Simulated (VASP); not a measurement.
Here is a VASP 6.6.1 calculation.

Contents of POSCAR:

```
Li2O
1.0
    2.2635763107      2.2635763107      0.0000000000
   -2.2635763107      2.2635763107      0.0000000000
    0.0000000000      2.2635763107      2.2910535601
Li O
2 1
Direct
    0.2500000000      0.7500000000      0.5000000000
    0.7500000000      0.2500000000      0.5000000000
    0.0000000000      0.0000000000      0.0000000000
```

Contents of INCAR.step1:

```
SYSTEM = Li2O
PREC = Accurate
ENCUT = 830
ISMEAR = 0
SIGMA = 0.01
LREAL = .FALSE.
LASPH = .TRUE.
NELM = 120
NBANDS = 13
GGA = PE
ALGO = Normal
EDIFF = 1E-5
LWAVE = .TRUE.
LCHARG = .FALSE.
GGA_COMPAT = .FALSE.
```

Contents of INCAR.step2:

```
SYSTEM = Li2O
PREC = Accurate
ENCUT = 830
EDIFF = 1E-6
ISMEAR = 0
SIGMA = 0.01
LREAL = .FALSE.
LASPH = .TRUE.
NELM = 120
ALGO = Normal
ISIF = 2
LWAVE = .FALSE.
LCHARG = .FALSE.
METAGGA = R2SCAN
LMIXTAU = .TRUE.
NBANDS = 13
ISTART = 1
GGA_COMPAT = .FALSE.
```

File KPOINTS:

```
Automatic mesh
0
G
  8 8 8
  0 0 0
```

Potentials or basis: VASP PAW PBE potentials, release 64 (Li_sv, O).

The run is started by

```bash
$ cat potpaw_PBE.64/Li_sv/POTCAR potpaw_PBE.64/O/POTCAR > POTCAR
$ cp INCAR.step1 INCAR
$ mpirun -np 1 vasp_std > vasp.out
$ cp INCAR.step2 INCAR
$ mpirun -np 1 vasp_std > vasp.out
```

Question: Estimate the band gap on the k mesh.

Answer: 5.74 eV (least direct gap 6.49 eV).

Question: Estimate the pressure.

Answer: 2.0 GPa.

Stress tensor (GPa, compression positive):
```
2.86 0.00 0.00
0.00 2.86 0.00
0.00 0.00 0.42
```

Caveat: the cell differs from its parent crystal (in-plane strain -0.01, then relaxed in part); the PAW data sets were made with another functional, which shifts forces and pressure a little. A k mesh can miss the band edges.
